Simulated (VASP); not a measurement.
# Fe (P6_3/mmc) in VASP: notebook, part 2 of 3

VASP 6.6.1. Earlier steps stand in the parts before.

## (4) Single point, LDA, collinear spin, antiferromagnetic start

Input file INCAR:

```
  PREC = Accurate
  ENCUT = 520
  EDIFF = 1E-6
  ISMEAR = -1
  SIGMA = 0.05
  LREAL = False
  LASPH = True
  NELM = 150
  ALGO = Normal
  ISIF = 2
  LWAVE = False
  LCHARG = False
  ISPIN = 2
  MAGMOM = 2.5 2.5 -2.5 -2.5
  LORBIT = 11
  LMAXMIX = 4
  NBANDS = 28
```

Input file KPOINTS:

```
regular mesh
0
Gamma
  20 20 6
```

Input file POSCAR:

```
Fe
1.0
    2.3960259839      0.0000000000      0.0000000000
   -1.1980129919      2.0750193701      0.0000000000
    0.0000000000      0.0000000000      7.7132541481
Fe
4
Direct
    0.0000000000      1.0000000000      0.0000000000
    0.0000000000      1.0000000000      0.5000000000
    0.3333333333      0.6666666667      0.2500000000
    0.6666666667      0.3333333333      0.7500000000
```

Potentials or basis: VASP PAW LDA potentials, release 64 (Fe).

The run is started by

```bash
$ cat potpaw_LDA.64/Fe/POTCAR > POTCAR
$ mpirun -np 1 vasp_std > vasp.out
```

OUTCAR:

```text
PREC = Accurate
   ENCUT = 520
   EDIFF = 1E-6
   ISMEAR = -1
   LREAL = False
   LASPH = True
   NELM = 150
   ISIF = 2
   ISPIN = 2
   LORBIT = 11

 ion  position               nearest neighbor table
   1  0.000  0.000  0.000-   3 2.37   4 2.37   3 2.37   4 2.37   4 2.37   3 2.37
   2  0.000  0.000  0.500-   3 2.37   4 2.37   3 2.37   4 2.37   4 2.37   3 2.37
   3  0.333  0.667  0.250-   1 2.37   2 2.37   1 2.37   2 2.37   1 2.37   2 2.37
   4  0.667  0.333  0.750-   1 2.37   2 2.37   1 2.37   2 2.37   1 2.37   2 2.37

  LATTYP: Found a hexagonal cell.
 ALAT       =     2.3960259839
 C/A-ratio  =     3.2191863527

  Lattice vectors:

 A1 = (   2.3960259839,   0.0000000000,   0.0000000000)
 A2 = (  -1.1980129919,   2.0750193701,   0.0000000000)
 A3 = (   0.0000000000,   0.0000000000,   7.7132541481)

Analysis of symmetry for initial positions (statically):
=====================================================================
 Subroutine PRICEL returns:
 Original cell was already a primitive cell.

 Routine SETGRP: Setting up the symmetry group for a
 hexagonal supercell.

 Subroutine GETGRP returns: Found 24 space group operations
 (whereof 12 operations were pure point group operations)
 out of a pool of 24 trial point group operations.

The static configuration has the point symmetry D_3d.
 The point group associated with its full space group is D_6h.

Analysis of symmetry for dynamics (positions and initial velocities):
=====================================================================
 Subroutine PRICEL returns:
 Original cell was already a primitive cell.

 Routine SETGRP: Setting up the symmetry group for a
 hexagonal supercell.

 Subroutine GETGRP returns: Found 24 space group operations
 (whereof 12 operations were pure point group operations)
 out of a pool of 24 trial point group operations.

The dynamic configuration has the point symmetry D_3d.
 The point group associated with its full space group is D_6h.

Analysis of structural, dynamic, and magnetic symmetry:
=====================================================================
 Subroutine PRICEL returns:
 Original cell was already a primitive cell.

 Routine SETGRP: Setting up the symmetry group for a
 hexagonal supercell.

 Subroutine GETGRP returns: Found 24 space group operations
 (whereof 12 operations were pure point group operations)
 out of a pool of 24 trial point group operations.

The overall configuration has the point symmetry D_3d.
 The point group associated with its full space group is D_6h.

 Subroutine INISYM returns: Found 24 space group operations
 (whereof 12 operations are pure point group operations),
 and found     1 'primitive' translations

----------------------------------------------------------------------------------------

                                     Primitive cell

  volume of cell :      38.3488

  direct lattice vectors                    reciprocal lattice vectors
     2.396025984  0.000000000  0.000000000     0.417357744  0.240961606  0.000000000
    -1.198012992  2.075019370  0.000000000     0.000000000  0.481923212  0.000000000
     0.000000000  0.000000000  7.713254148     0.000000000  0.000000000  0.129646966

  length of vectors
     2.396025984  2.396025984  7.713254148     0.481923212  0.481923212  0.129646966
[... 79 lines left out ...]
   ISPIN  =      2    spin polarized calculation?
   LNONCOLLINEAR =      F non collinear calculations
   LSORBIT =      F    spin-orbit coupling
   LASPH  =      T    aspherical Exc in radial PAW
   ENCUT  =  520.0 eV  38.22 Ry    6.18 a.u.   4.46  4.46 14.34*2*pi/ulx,y,z
   NELM   =    150;   NELMIN=  2; NELMDL= -5     # of ELM steps
   EDIFF  = 0.1E-05   stopping-criterion for ELM
   LREAL  =      F    real-space projection
   EDIFFG = 0.1E-04   stopping-criterion for IOM
   NSW    =      0    number of steps for IOM
   IBRION =     -1    ionic relax: 0-MD 1-quasi-New 2-CG
   NFREE  =      0    steps in history (QN), initial steepest desc. (CG)
   ISIF   =      2    stress and relaxation
   ISYM   =      2    0-nonsym 1-usesym 2-fastsym
   POTIM  = 0.5000    time-step for ionic-motion
   TEBEG  =    0.0;   TEEND  =   0.0 temperature during run
   PSTRESS=    0.0 pullay stress
   NELECT =      32.0000    total number of electrons
   NUPDOWN=      -1.0000    fix difference up-down
   EMIN   =  10.00;   EMAX   =-10.00  energy-range for DOS
   EFERMI =   0.00;   METHOD = LEGACY
   ISMEAR =    -1;   SIGMA  =   0.05  broadening in eV -4-tet -1-fermi 0-gaus
   EFERMI_NEDOS =   21; number of points for ismear=-14 and -15
   IALGO  =     38    algorithm
   IMIX   =      4    mixing-type and parameters
     AMIX     =   0.40;   BMIX     =  1.00
     AMIX_MAG =   1.60;   BMIX_MAG =  1.00
  volume/ion in A,a.u.               =       9.59        64.70
  Fermi-wavevector in a.u.,A,eV,Ry     =   1.541255  2.912549 32.320173  2.375466
  Thomas-Fermi vector in A             =   2.647226
   LORBIT       =     11    0 simple, 1 ext, 2 COOP (PROOUT), +10 PAW based schemes
   GGA     = CA    functional components
   LHFCALC =     F    Hartree Fock is set to
   AEXX    =    0.0000 exact exchange contribution
   IVDW    =     0    specifies the selected vdW correction
   LEPSILON=     F    determine dielectric tensor
   LRPA    =     F    only Hartree local field effects (RPA)
 spin polarized calculation
  energy-cutoff  :      520.00
  volume of cell :       38.35
 maximum number of plane-waves:      1067
 NGX is ok and might be reduce to    18
   NGX =  9   NGY =  9   NGZ = 29

 number of electron      31.9999984 magnetization      -0.0056289

 number of electron      31.9999984 magnetization       0.0004534

 Free energy of the ion-electron system (eV)
  ---------------------------------------------------
  ext. energy  EPLUGINS =         0.00000000
  ---------------------------------------------------
  free energy    TOTEN  =       -37.42268365 eV

  energy without entropy =      -37.36709567  energy(sigma->0) =      -37.39488966

 E-fermi :   7.4687     XC(G=0): -14.4312

 val. band max:        7.4682755323   @ k =   0.0500   0.0500   0.1667
 cond. band min:       7.4686540004   @ k =   0.3000  -0.0000   0.0000
 fundamental gap:      0.0003784681
 Fermi energy:         7.4686533484

 spin component 1

 k-point     1 :       0.0000    0.0000    0.0000
  band No.  band energies     occupation
      1      -1.7272      1.00000
      2       0.7339      1.00000
      3       0.7396      1.00000
      4       2.1841      1.00000
      5       5.1470      1.00000
      6       5.1472      1.00000
[... 733 lines left out ...]
     27      22.6392      0.00000
     28      22.7646      0.00000

 [... further k-points ...]

 spin component 2

 k-point     1 :       0.0000    0.0000    0.0000
  band No.  band energies     occupation
      1      -1.7272      1.00000
      2       0.7337      1.00000
      3       0.7397      1.00000
      4       2.1842      1.00000
      5       5.1461      1.00000
      6       5.1482      1.00000
[... 733 lines left out ...]
     27      22.6390      0.00000
     28      22.7648      0.00000

 [... further k-points ...]
[... 5 lines left out ...]
  --------------------------------------------------------------------------------------
  -------------------------------------------------------------------------------------
  Total       -0.0599577     -0.0599577     -0.1226319     -0.0000000     -0.0000000      0.0000000
  in kB       -2.5049793     -2.5049793     -5.1234526     -0.0000000     -0.0000000      0.0000000
  external PRESSURE =      -3.3778037 kB  Pullay stress =       0.0000000 kB

 VOLUME and BASIS-vectors are now :
 -----------------------------------------------------------------------------
  energy-cutoff  :      520.00
  volume of cell :       38.35
      direct lattice vectors                 reciprocal lattice vectors
     2.396025984  0.000000000  0.000000000     0.417357744  0.240961606  0.000000000
    -1.198012992  2.075019370  0.000000000     0.000000000  0.481923212  0.000000000
     0.000000000  0.000000000  7.713254148     0.000000000  0.000000000  0.129646966

 POSITION                                       TOTAL-FORCE (eV/Angst)
 -----------------------------------------------------------------------------------
      0.00000      0.00000      0.00000         0.000000      0.000000     -0.000000
      0.00000      0.00000      3.85663         0.000000      0.000000     -0.000000
     -0.00000      1.38335      1.92831        -0.000000      0.000000      0.000000
      1.19801      0.69167      5.78494         0.000000     -0.000000     -0.000000
 -----------------------------------------------------------------------------------
    total drift:                                0.000000     -0.000000      0.000000

  FREE ENERGIE OF THE ION-ELECTRON SYSTEM (eV)
  ---------------------------------------------------
  free  energy   TOTEN  =       -37.4226836457 eV

  energy  without entropy=      -37.3670956674  energy(sigma->0) =      -37.39488966

 total charge

# of ion       s       p       d       tot
------------------------------------------
    1        0.570   0.694   6.416   7.680
    2        0.570   0.694   6.416   7.680
    3        0.569   0.695   6.416   7.681
    4        0.569   0.695   6.416   7.681
--------------------------------------------------
tot          2.279   2.779  25.664  30.722

 magnetization (x)

# of ion       s       p       d       tot
------------------------------------------
    1       -0.000  -0.000  -0.001  -0.001
    2       -0.000  -0.000  -0.001  -0.001
    3        0.000   0.000   0.001   0.001
    4        0.000   0.000   0.001   0.001
--------------------------------------------------
tot         -0.000  -0.000   0.001   0.001
```

OSZICAR:

```text
N       E                     dE             d eps       ncg     rms          rms(c)
DAV:   1     0.231634911114E+03    0.23163E+03   -0.13497E+04 20912   0.160E+03
DAV:   2    -0.282935813628E+02   -0.25993E+03   -0.23917E+03 19712   0.314E+02
DAV:   3    -0.422799644855E+02   -0.13986E+02   -0.12633E+02 21160   0.106E+02
[... 12 lines left out ...]
DAV:  16    -0.374225021883E+02   -0.19988E-03   -0.32045E-04 32840   0.231E-01    0.563E-02
DAV:  17    -0.374226301329E+02   -0.12794E-03   -0.10513E-03 28276   0.524E-01    0.494E-02
DAV:  18    -0.374226787893E+02   -0.48656E-04   -0.56747E-04 34596   0.339E-01    0.246E-02
DAV:  19    -0.374226832464E+02   -0.44571E-05   -0.39598E-05 23528   0.868E-02    0.104E-02
DAV:  20    -0.374226836457E+02   -0.39931E-06   -0.49293E-06 17168   0.374E-02
   1 F= -.37422684E+02 E0= -.37394890E+02  d E =-.555880E-01  mag=     0.0003
```

stdout:

```text
POSCAR found type information on POSCAR Fe
 POSCAR found :  1 types and       4 ions
 scaLAPACK will be used
 LDA part: xc-table for (Slater(with rela. corr.)+CA(PZ))
 , standard interpolation
 POSCAR, INCAR and KPOINTS ok, starting setup
 FFT: planning ... GRIDC
 FFT: planning ... GRID_SOFT
 FFT: planning ... GRID
 WAVECAR not read
 entering main loop
```

Wall time 8.8 min (1 thread of Intel Xeon 8259CL, shared host); peak memory 0.34 GiB.

Results:

- Free energy: -37.4227 eV
- Pressure: -0.3 GPa
- Band gap on the k mesh: zero (filled and empty bands overlap)
- Net moment: 0.00 μB per cell
- Valence electrons inside the program's atomic spheres: Fe 7.68

Stress tensor (GPa, compression positive):
```
-0.25  0.00  0.00
 0.00 -0.25  0.00
 0.00  0.00 -0.51
```

Caveat: the moments typed at the start vanished in this run.

(Continued in part 3 of 3.)
